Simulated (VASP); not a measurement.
Set up this calculation in VASP 6.6.1, as the native input.

```yaml
Task: single point
Functional: PBE
Potentials_or_basis: VASP PAW PBE potentials, release 64 (Si, Ni)
Cutoff: 520 eV
k_mesh: 14 × 14 × 8
Occupations: gaussian, width 0.15 eV
Spin: no spin polarisation
Dipole_correction: no
Further_INCAR_settings: ALGO = Fast; EDIFF = 1e-07; NBANDS = 44
```

The structure of SiNi3 lies in POSCAR:

```
SiNi3
1.0
    3.5062596409      0.0000000000      0.0000000000
    0.0000000000      3.5062596409      0.0000000000
    0.0000000000      0.0000000000      7.0125192817
Si Ni
2 6
Direct
    0.0000000000      0.0000000000      0.0000000000
    0.0000000000      0.0000000000      0.5000000000
    0.0000000000      0.5000000000      0.2457219369
    0.0000000000      0.5000000000      0.7457219369
    0.5000000000      0.0000000000      0.2542780631
    0.5000000000      0.0000000000      0.7542780631
    0.5000000000      0.5000000000      0.0000000000
    0.5000000000      0.5000000000      0.5000000000
```

This cell differs from its parent crystal: atoms displaced along a vibrational mode.

These files were run (other wordings do the same):

INCAR

```
PREC = Accurate
ENCUT = 520
EDIFF = 1E-7
ISMEAR = 0
SIGMA = 0.15
LREAL = F
LASPH = T
NELM = 100
ALGO = Fast
ISIF = 2
LWAVE = F
LCHARG = T
GGA = PE
LELF = T
LVHAR = T
NBANDS = 44
```

KPOINTS

```
Automatic mesh
0
Gamma
  14 14 8
```

Potentials or basis: VASP PAW PBE potentials, release 64 (Si, Ni).

The run is started by

```sh
$ cat potpaw_PBE.64/Si/POTCAR potpaw_PBE.64/Ni/POTCAR > POTCAR
$ mpirun -np 1 vasp_std > vasp.out
```

It gave:

The pressure is 0.1 GPa, the largest force is 0.243 eV/Å and the band gap on the k mesh is zero (bands 34 and 35 overlap by 0.24 eV).

Caveat: the cell differs from its parent crystal (atoms displaced along a vibrational mode).

It took 25 min on 1 thread of Oxide Virtual Turin-like Processor (shared host), peak memory 0.54 GiB.
